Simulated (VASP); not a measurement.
# TiNi in VASP: notebook, part 2 of 3

VASP 6.6.1. Earlier steps stand in the parts before.

## Step 3: Single point, r2SCAN (equal strain along all axes, cell held: +3.0 %)

File POSCAR:

```
TiNi
1.0
    3.0784529429      0.0000000000      0.0000000000
    0.0000000000      3.0784529429      0.0000000000
    0.0000000000      0.0000000000      3.0784529429
Ti Ni
1 1
Direct
    0.5000000000      0.5000000000      0.5000000000
    0.0000000000      0.0000000000      0.0000000000
```

File INCAR.step1:

```
SYSTEM = TiNi
PREC     = Accurate       ! precision mode
ENCUT    = 520            ! plane-wave cutoff, eV
ISMEAR   = 0              ! smearing method
SIGMA    = 0.1            ! smearing width, eV
LREAL    = .FALSE.        ! projectors in reciprocal space
LASPH    = .TRUE.         ! aspherical terms in the spheres
NELM     = 80             ! most SCF steps
NBANDS   = 18             ! bands
GGA      = PE             ! functional
ALGO     = Normal         ! electronic algorithm
EDIFF    = 1E-4           ! SCF threshold, eV
LWAVE    = .TRUE.         ! write WAVECAR
LCHARG   = .FALSE.        ! write CHGCAR
```

File INCAR.step2:

```
SYSTEM = TiNi
PREC     = Accurate       ! precision mode
ENCUT    = 520            ! plane-wave cutoff, eV
EDIFF    = 1E-7           ! SCF threshold, eV
ISMEAR   = 0              ! smearing method
SIGMA    = 0.1            ! smearing width, eV
LREAL    = .FALSE.        ! projectors in reciprocal space
LASPH    = .TRUE.         ! aspherical terms in the spheres
NELM     = 80             ! most SCF steps
ALGO     = Normal         ! electronic algorithm
ISIF     = 2              ! what is computed and relaxed
LWAVE    = .FALSE.        ! write WAVECAR
LCHARG   = .TRUE.         ! write CHGCAR
METAGGA  = R2SCAN         ! meta-GGA
LMIXTAU  = .TRUE.       
LELF     = .TRUE.         ! ELF
LVHAR    = .TRUE.       
NBANDS   = 18             ! bands
ISTART   = 1
```

File KPOINTS:

```
regular mesh
0
G
  18 18 18
  0 0 0
```

Potentials or basis: VASP PAW PBE potentials, release 64 (Ti_sv, Ni).

Run with:

```bash
$ cat potpaw_PBE.64/Ti_sv/POTCAR potpaw_PBE.64/Ni/POTCAR > POTCAR
$ cp INCAR.step1 INCAR
$ mpirun -np 1 vasp_std > vasp.out
$ cp INCAR.step2 INCAR
$ mpirun -np 1 vasp_std > vasp.out
```

OUTCAR:

```text
SYSTEM = TiNi
   PREC = Accurate
   ENCUT = 520
   EDIFF = 1E-7
   ISMEAR = 0
   LREAL = .FALSE.
   LASPH = .TRUE.
   NELM = 80
   ISIF = 2
   METAGGA = R2SCAN
   ISTART = 1

 ion  position               nearest neighbor table
   1  0.500  0.500  0.500-   2 2.67   2 2.67   2 2.67   2 2.67   2 2.67   2 2.67   2 2.67   2 2.67

   2  0.000  0.000  0.000-   1 2.67   1 2.67   1 2.67   1 2.67   1 2.67   1 2.67   1 2.67   1 2.67

  LATTYP: Found a simple cubic cell.
 ALAT       =     3.0784529429

  Lattice vectors:

 A1 = (   3.0784529429,   0.0000000000,   0.0000000000)
 A2 = (   0.0000000000,   3.0784529429,   0.0000000000)
 A3 = (   0.0000000000,   0.0000000000,   3.0784529429)

Analysis of symmetry for initial positions (statically):
=====================================================================
 Subroutine PRICEL returns:
 Original cell was already a primitive cell.

 Routine SETGRP: Setting up the symmetry group for a
 simple cubic supercell.

 Subroutine GETGRP returns: Found 48 space group operations
 (whereof 48 operations were pure point group operations)
 out of a pool of 48 trial point group operations.

The static configuration has the point symmetry O_h .

Analysis of symmetry for dynamics (positions and initial velocities):
=====================================================================
 Subroutine PRICEL returns:
 Original cell was already a primitive cell.

 Routine SETGRP: Setting up the symmetry group for a
 simple cubic supercell.

 Subroutine GETGRP returns: Found 48 space group operations
 (whereof 48 operations were pure point group operations)
 out of a pool of 48 trial point group operations.

The dynamic configuration has the point symmetry O_h .

 Subroutine INISYM returns: Found 48 space group operations
 (whereof 48 operations are pure point group operations),
 and found     1 'primitive' translations

----------------------------------------------------------------------------------------

                                     Primitive cell

[... 104 lines left out ...]
   EFERMI =   0.00;   METHOD = LEGACY
   ISMEAR =     0;   SIGMA  =   0.10  broadening in eV -4-tet -1-fermi 0-gaus
   EFERMI_NEDOS =   21; number of points for ismear=-14 and -15
   IALGO  =     38    algorithm
   IMIX   =      4    mixing-type and parameters
     AMIX     =   0.40;   BMIX     =  1.00
     AMIX_MAG =   1.60;   BMIX_MAG =  1.00
  volume/ion in A,a.u.               =      14.59        98.44
  Fermi-wavevector in a.u.,A,eV,Ry     =   1.490104  2.815888 30.210505  2.220410
  Thomas-Fermi vector in A             =   2.602928
   LORBIT       =      0    0 simple, 1 ext, 2 COOP (PROOUT), +10 PAW based schemes
   METAGGA = R2SCAN    functional components
   LHFCALC =     F    Hartree Fock is set to
   AEXX    =    0.0000 exact exchange contribution
   IVDW    =     0    specifies the selected vdW correction
   LEPSILON=     F    determine dielectric tensor
   LRPA    =     F    only Hartree local field effects (RPA)
 non-spin polarized calculation
 Gauss-broadening in eV      SIGMA  =   0.10
  energy-cutoff  :      520.00
  volume of cell :       29.17
 maximum number of plane-waves:       840
 NGX is ok and might be reduce to    24
   NGX = 11   NGY = 11   NGZ = 11

 number of electron      22.0000022 magnetization

 Free energy of the ion-electron system (eV)
  ---------------------------------------------------
  ext. energy  EPLUGINS =         0.00000000
  ---------------------------------------------------
  free energy    TOTEN  =       -25.47947433 eV

  energy without entropy =      -25.46464861  energy(sigma->0) =      -25.47206147

 E-fermi :   8.5017     XC(G=0): -13.0388

 val. band max:        8.4973407138   @ k =   0.2778   0.0556   0.0000
 cond. band min:       8.5068965548   @ k =   0.3333   0.2778   0.1111
 fundamental gap:      0.0095558410
 Fermi energy:         8.5016971283

 k-point     1 :       0.0000    0.0000    0.0000
  band No.  band energies     occupation
      1     -51.3046      2.00000
      2     -26.3694      2.00000
      3     -26.3694      2.00000
      4     -26.3694      2.00000
      5       0.6210      2.00000
      6       4.8990      2.00000
[... 481 lines left out ...]
      5       2.7314      2.00000
      6       5.3051      2.00000
[... 10 lines left out ...]
     17      18.8411      0.00000
     18      20.7764      0.00000

 [... further k-points ...]
[... 5 lines left out ...]
  --------------------------------------------------------------------------------------
  -------------------------------------------------------------------------------------
  Total       -2.2625688     -2.2625688     -2.2625688      0.0000000      0.0000000     -0.0000000
  in kB     -124.2552723   -124.2552723   -124.2552723      0.0000000      0.0000000     -0.0000000
  external PRESSURE =    -124.2552723 kB  Pullay stress =       0.0000000 kB

 VOLUME and BASIS-vectors are now :
 -----------------------------------------------------------------------------
  energy-cutoff  :      520.00
  volume of cell :       29.17
      direct lattice vectors                 reciprocal lattice vectors
     3.078452943  0.000000000  0.000000000     0.324838488  0.000000000  0.000000000
     0.000000000  3.078452943  0.000000000     0.000000000  0.324838488  0.000000000
     0.000000000  0.000000000  3.078452943     0.000000000  0.000000000  0.324838488

 POSITION                                       TOTAL-FORCE (eV/Angst)
 -----------------------------------------------------------------------------------
      1.53923      1.53923      1.53923         0.000000      0.000000      0.000000
      0.00000      0.00000      0.00000         0.000000      0.000000      0.000000
 -----------------------------------------------------------------------------------
    total drift:                                0.000000      0.000000     -0.000000

  FREE ENERGIE OF THE ION-ELECTRON SYSTEM (eV)
  ---------------------------------------------------
  free  energy   TOTEN  =       -25.4794743258 eV

  energy  without entropy=      -25.4646486103  energy(sigma->0) =      -25.47206147
```

OSZICAR.step1:

```text
N       E                     dE             d eps       ncg     rms          rms(c)
DAV:   1     0.173108670986E+03    0.17311E+03   -0.11045E+04  7992   0.157E+03
DAV:   2    -0.167290829149E+01   -0.17478E+03   -0.17028E+03  8076   0.359E+02
DAV:   3    -0.158851360351E+02   -0.14212E+02   -0.14002E+02 12270   0.977E+01
DAV:   4    -0.164756210293E+02   -0.59048E+00   -0.58414E+00  9778   0.166E+01
DAV:   5    -0.164944743886E+02   -0.18853E-01   -0.18850E-01  9788   0.297E+00    0.118E+01
DAV:   6    -0.141794836489E+02    0.23150E+01   -0.10615E+01  8572   0.470E+01    0.503E+00
DAV:   7    -0.160727418566E+02   -0.18933E+01   -0.12923E+01  9988   0.370E+01    0.225E+01
DAV:   8    -0.139721353044E+02    0.21006E+01   -0.13648E+01 10208   0.323E+01    0.145E+00
DAV:   9    -0.139878191234E+02   -0.15684E-01   -0.18552E-01 10566   0.458E+00    0.172E+00
DAV:  10    -0.139718548825E+02    0.15964E-01   -0.39008E-02 11476   0.246E+00    0.635E-01
DAV:  11    -0.139698606071E+02    0.19943E-02   -0.35472E-03 11898   0.605E-01    0.326E-01
DAV:  12    -0.139690918991E+02    0.76871E-03   -0.16263E-03  9856   0.399E-01    0.823E-02
DAV:  13    -0.139690596319E+02    0.32267E-04   -0.11761E-04  4816   0.913E-02
   1 F= -.13969060E+02 E0= -.13961047E+02  d E =-.160255E-01
```

It took 5.5 min on 1 thread of Intel Xeon Platinum 8259CL at 2.50GHz (Skylake/Cascade Lake), shared host; peak memory 0.25 GiB.

What came out:

| Property | Result |
| --- | --- |
| Free energy | -25.4795 eV |
| Pressure | -12.4 GPa |
| Band gap on the k mesh | zero (band 11 reaches 8.97 eV, above the bottom of band 12 at 7.30 eV) |

Caveat: the cell differs from its parent crystal (equal strain along all axes, cell held: +3.0 %); the PAW data sets were made with another functional, which shifts forces and pressure a little. Spin polarisation is off, so any magnetic state and its effect on volume and gap are missing.

## Step 4: Single point, r2SCAN (equal strain along all axes, cell held: +4.5 %)

File POSCAR:

```
TiNi
1.0
    3.1232847819      0.0000000000      0.0000000000
    0.0000000000      3.1232847819      0.0000000000
    0.0000000000      0.0000000000      3.1232847819
Ti Ni
1 1
Direct
    0.5000000000      0.5000000000      0.5000000000
    0.0000000000      0.0000000000      0.0000000000
```

File INCAR.step1:

```
SYSTEM = TiNi
ALGO = Normal
EDIFF = 1E-4
ENCUT = 520
GGA = PE
ISMEAR = 0
LASPH = .TRUE.
LCHARG = .FALSE.
LREAL = .FALSE.
LWAVE = .TRUE.
NBANDS = 18
NELM = 100
PREC = Accurate
SIGMA = 0.1
```

File INCAR.step2:

```
SYSTEM = TiNi
ALGO = Normal
EDIFF = 1E-7
ENCUT = 520
ISIF = 2
ISMEAR = 0
ISTART = 1
LASPH = .TRUE.
LCHARG = .FALSE.
LMIXTAU = .TRUE.
LREAL = .FALSE.
LWAVE = .FALSE.
METAGGA = R2SCAN
NBANDS = 18
NELM = 100
PREC = Accurate
SIGMA = 0.1
```

File KPOINTS:

```
k-points
0
G
  18 18 18
  0 0 0
```

Potentials or basis: VASP PAW PBE potentials, release 64 (Ti_sv, Ni).

Run with:

```bash
$ cat potpaw_PBE.64/Ti_sv/POTCAR potpaw_PBE.64/Ni/POTCAR > POTCAR
$ cp INCAR.step1 INCAR
$ mpirun -np 1 vasp_std > vasp.out
$ cp INCAR.step2 INCAR
$ mpirun -np 1 vasp_std > vasp.out
```

OUTCAR:

```text
SYSTEM = TiNi
   EDIFF = 1E-7
   ENCUT = 520
   ISIF = 2
   ISMEAR = 0
   ISTART = 1
   LASPH = .TRUE.
   LREAL = .FALSE.
   METAGGA = R2SCAN
   NELM = 100
   PREC = Accurate

 ion  position               nearest neighbor table
   1  0.500  0.500  0.500-   2 2.70   2 2.70   2 2.70   2 2.70   2 2.70   2 2.70   2 2.70   2 2.70

   2  0.000  0.000  0.000-   1 2.70   1 2.70   1 2.70   1 2.70   1 2.70   1 2.70   1 2.70   1 2.70

  LATTYP: Found a simple cubic cell.
 ALAT       =     3.1232847819

  Lattice vectors:

 A1 = (   3.1232847819,   0.0000000000,   0.0000000000)
 A2 = (   0.0000000000,   3.1232847819,   0.0000000000)
 A3 = (   0.0000000000,   0.0000000000,   3.1232847819)

Analysis of symmetry for initial positions (statically):
=====================================================================
 Subroutine PRICEL returns:
 Original cell was already a primitive cell.

 Routine SETGRP: Setting up the symmetry group for a
 simple cubic supercell.

 Subroutine GETGRP returns: Found 48 space group operations
 (whereof 48 operations were pure point group operations)
 out of a pool of 48 trial point group operations.

The static configuration has the point symmetry O_h .

Analysis of symmetry for dynamics (positions and initial velocities):
=====================================================================
 Subroutine PRICEL returns:
 Original cell was already a primitive cell.

 Routine SETGRP: Setting up the symmetry group for a
 simple cubic supercell.

 Subroutine GETGRP returns: Found 48 space group operations
 (whereof 48 operations were pure point group operations)
 out of a pool of 48 trial point group operations.

The dynamic configuration has the point symmetry O_h .

 Subroutine INISYM returns: Found 48 space group operations
 (whereof 48 operations are pure point group operations),
 and found     1 'primitive' translations

----------------------------------------------------------------------------------------

                                     Primitive cell

[... 104 lines left out ...]
   EFERMI =   0.00;   METHOD = LEGACY
   ISMEAR =     0;   SIGMA  =   0.10  broadening in eV -4-tet -1-fermi 0-gaus
   EFERMI_NEDOS =   21; number of points for ismear=-14 and -15
   IALGO  =     38    algorithm
   IMIX   =      4    mixing-type and parameters
     AMIX     =   0.40;   BMIX     =  1.00
     AMIX_MAG =   1.60;   BMIX_MAG =  1.00
  volume/ion in A,a.u.               =      15.23       102.80
  Fermi-wavevector in a.u.,A,eV,Ry     =   1.468715  2.775469 29.349443  2.157123
  Thomas-Fermi vector in A             =   2.584179
   LORBIT       =      0    0 simple, 1 ext, 2 COOP (PROOUT), +10 PAW based schemes
   METAGGA = R2SCAN    functional components
   LHFCALC =     F    Hartree Fock is set to
   AEXX    =    0.0000 exact exchange contribution
   IVDW    =     0    specifies the selected vdW correction
   LEPSILON=     F    determine dielectric tensor
   LRPA    =     F    only Hartree local field effects (RPA)
 non-spin polarized calculation
 Gauss-broadening in eV      SIGMA  =   0.10
  energy-cutoff  :      520.00
  volume of cell :       30.47
 maximum number of plane-waves:       843
 NGX is ok and might be reduce to    24
   NGX = 11   NGY = 11   NGZ = 11

 number of electron      22.0000008 magnetization

 Free energy of the ion-electron system (eV)
  ---------------------------------------------------
  ext. energy  EPLUGINS =         0.00000000
  ---------------------------------------------------
  free energy    TOTEN  =       -25.36015842 eV

  energy without entropy =      -25.34479543  energy(sigma->0) =      -25.35247692

 E-fermi :   7.9923     XC(G=0): -12.7933

 val. band max:        7.9918690286   @ k =   0.3333   0.2778   0.1111
 cond. band min:       7.9964296647   @ k =   0.3333   0.1111   0.0556
 fundamental gap:      0.0045606361
 Fermi energy:         7.9922823119

 k-point     1 :       0.0000    0.0000    0.0000
  band No.  band energies     occupation
      1     -51.8994      2.00000
      2     -26.9703      2.00000
      3     -26.9703      2.00000
      4     -26.9703      2.00000
      5       0.3131      2.00000
      6       4.6049      2.00000
[... 481 lines left out ...]
      5       2.3613      2.00000
      6       4.9547      2.00000
[... 10 lines left out ...]
     17      17.9536      0.00000
     18      19.8498      0.00000

 [... further k-points ...]
[... 5 lines left out ...]
  --------------------------------------------------------------------------------------
  -------------------------------------------------------------------------------------
  Total       -3.2782599     -3.2782599     -3.2782599      0.0000000      0.0000000     -0.0000000
  in kB     -172.3928345   -172.3928345   -172.3928345      0.0000000      0.0000000     -0.0000000
  external PRESSURE =    -172.3928345 kB  Pullay stress =       0.0000000 kB

 VOLUME and BASIS-vectors are now :
 -----------------------------------------------------------------------------
  energy-cutoff  :      520.00
  volume of cell :       30.47
      direct lattice vectors                 reciprocal lattice vectors
     3.123284782  0.000000000  0.000000000     0.320175735  0.000000000  0.000000000
     0.000000000  3.123284782  0.000000000     0.000000000  0.320175735  0.000000000
     0.000000000  0.000000000  3.123284782     0.000000000  0.000000000  0.320175735

 POSITION                                       TOTAL-FORCE (eV/Angst)
 -----------------------------------------------------------------------------------
      1.56164      1.56164      1.56164         0.000000      0.000000      0.000000
      0.00000      0.00000      0.00000         0.000000      0.000000      0.000000
 -----------------------------------------------------------------------------------
    total drift:                                0.000000      0.000000     -0.000000

  FREE ENERGIE OF THE ION-ELECTRON SYSTEM (eV)
  ---------------------------------------------------
  free  energy   TOTEN  =       -25.3601584224 eV

  energy  without entropy=      -25.3447954255  energy(sigma->0) =      -25.35247692
```

It took 4.8 min on 1 thread of Intel Xeon Platinum 8259CL at 2.50GHz (Skylake/Cascade Lake), shared host; peak memory 0.25 GiB.

Results:

```
Free energy            : -25.3602 eV
Pressure               : -17.2 GPa
Band gap on the k mesh : zero (band 11 reaches 8.44 eV, above the bottom of band 12 at 6.85 eV)
```

Levels at points of the mesh, in eV from the Fermi level:
```
           k point  band 7  band 8  band 9  band 10  band 11  band 12  band 13  band 14  band 15  band 16
(0.00, 0.00, 0.00)   -3.39   -1.77   -1.77    -1.77     0.45     0.45     2.24     2.24     2.24     8.18
(0.50, 0.00, 0.00)   -2.40   -1.89   -1.89    -1.52    -0.65    -0.50     0.60     0.60     1.96     3.36
(0.50, 0.50, 0.00)   -2.43   -2.43   -1.16    -0.70     0.22     0.22     0.85     1.97     1.97     2.72
(0.50, 0.50, 0.50)   -2.59   -1.92   -1.92    -1.92    -1.14    -1.14     2.78     2.78     5.72     7.29
```

Caveat: the cell differs from its parent crystal (equal strain along all axes, cell held: +4.5 %); the PAW data sets were made with another functional, which shifts forces and pressure a little.

(Continued in part 3 of 3.)
